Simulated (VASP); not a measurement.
A run of VASP 6.6.1:

Contents of INCAR:

```
ALGO     = Normal         # electronic algorithm
EDIFF    = 1E-6           # SCF threshold, eV
ENCUT    = 520            # plane-wave cutoff, eV
GGA      = PS             # functional
ISIF     = 2              # what is computed and relaxed
ISMEAR   = -1             # smearing method
LASPH    = True           # aspherical terms in the spheres
LCHARG   = False          # write CHGCAR
LREAL    = False          # projectors in reciprocal space
LWAVE    = False          # write WAVECAR
NBANDS   = 26             # bands
NELM     = 100            # most SCF steps
PREC     = Accurate       # precision mode
SIGMA    = 0.05           # smearing width, eV
```

Contents of KPOINTS:

```
k-points
0
Gamma
  11 11 11
```

File POSCAR:

```
AlCu3
1.0
    0.0000000000      2.8838809490      2.8838809490
    2.8838809490      0.0000000000      2.8838809490
    2.8838809490      2.8838809490      0.0000000000
Al Cu
1 3
Direct
    0.0000000000      0.0000000000      0.0000000000
    0.5000000000      0.5000000000      0.5000000000
    0.2500000000      0.2500000000      0.2500000000
    0.7500000000      0.7500000000      0.7500000000
```

Potentials or basis: VASP PAW PBE potentials, release 64 (Al, Cu).

Run with:

```console
$ cat potpaw_PBE.64/Al/POTCAR potpaw_PBE.64/Cu/POTCAR > POTCAR
$ mpirun -np 1 vasp_std > vasp.out
```

Hardware: 1 thread of Intel(R) Xeon(R) Platinum 8488C (Sapphire Rapids), with other jobs on the host.

Q: How long does it take, and how much memory?

A: It took 62 s on 1 thread of Intel(R) Xeon(R) Platinum 8488C (Sapphire Rapids), on a shared host, peak memory 0.2 GiB. Counts: scf iterations 15, k points 56.
